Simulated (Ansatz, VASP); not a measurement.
Two plane-wave programs on AlN

File INCAR:

```
  PREC = Accurate
  ENCUT = 520
  EDIFF = 1E-6
  ISMEAR = 0
  SIGMA = 0.05
  LREAL = F
  LASPH = T
  NELM = 100
  ALGO = Normal
  ISIF = 2
  LWAVE = F
  LCHARG = T
  GGA = PS
  LELF = T
  LVHAR = T
  NBANDS = 11
```

The input KPOINTS:

```
Automatic mesh
0
Gamma
  10 10 10
```

The input POSCAR:

```
AlN
1.0
    0.0000000000      2.1839935596      2.1839935596
    2.1839935596      0.0000000000      2.1839935596
    2.1839935596      2.1839935596      0.0000000000
Al N
1 1
Direct
   -0.0242825847      0.0000000000      0.0000000000
    0.7500000000      0.7500000000      0.7500000000
```

Input for Ansatz:

```yaml
crystal:
  lattice:
    - [0.0, 2.1839935596, 2.1839935596]
    - [2.1839935596, 0.0, 2.1839935596]
    - [2.1839935596, 2.1839935596, 0.0]
  atoms:
    - { symbol: Al, position: [-0.0242825847, 0.0, 0.0] }
    - { symbol: "N", position: [0.75, 0.75, 0.75] }
basis:
  ecutwfc: 420
kpoints:
  mp_grid: { grid: [10, 10, 10] }
hamiltonian:
  xc: pbesol
scf:
  occupations: { method: gaussian, width: 0.05 }
output:
  forces: true
  stress: true
  eigenvalues: true
```

Change from the starting cell: all Al atoms moved +0.075 Å, as atom 1 towards its neighbour atom 1 (Al) at 3.089 Å.

Alike in both runs: task single point; functional PBEsol; k mesh 10 × 10 × 10; occupations gaussian, width 0.05 eV; no spin polarisation.

|  | VASP | Ansatz |
| --- | --- | --- |
| version | VASP 6.6.1 | Ansatz 0.2.0 |
| potentials or method | VASP PAW PBE potentials, release 64 (Al, N), cutoff 520 eV | scalar-relativistic, plane waves, PAW |
| valence electrons in the cell | 8 | 8 |

|  | VASP | Ansatz | Ansatz less VASP |
| --- | --- | --- | --- |
| gap on the k mesh at the Fermi level (eV) | 2.99 | 3.00 | +0.009 |
| least direct gap on the mesh (eV) | 3.93 | 3.91 | -0.016 |
| pressure (GPa) | 2.0 | 2.0 | 0.00 |
| traceless stress, the component that is largest in VASP (GPa) | 3.89 | 3.81 | -0.078 |
| rms of the force components (eV/Å) | 0.650 | 0.643 | -0.0065 |

VASP's potentials were made for PBE, not for PBEsol. Atom by atom the forces differ by 0.007 eV/Å (rms over components).
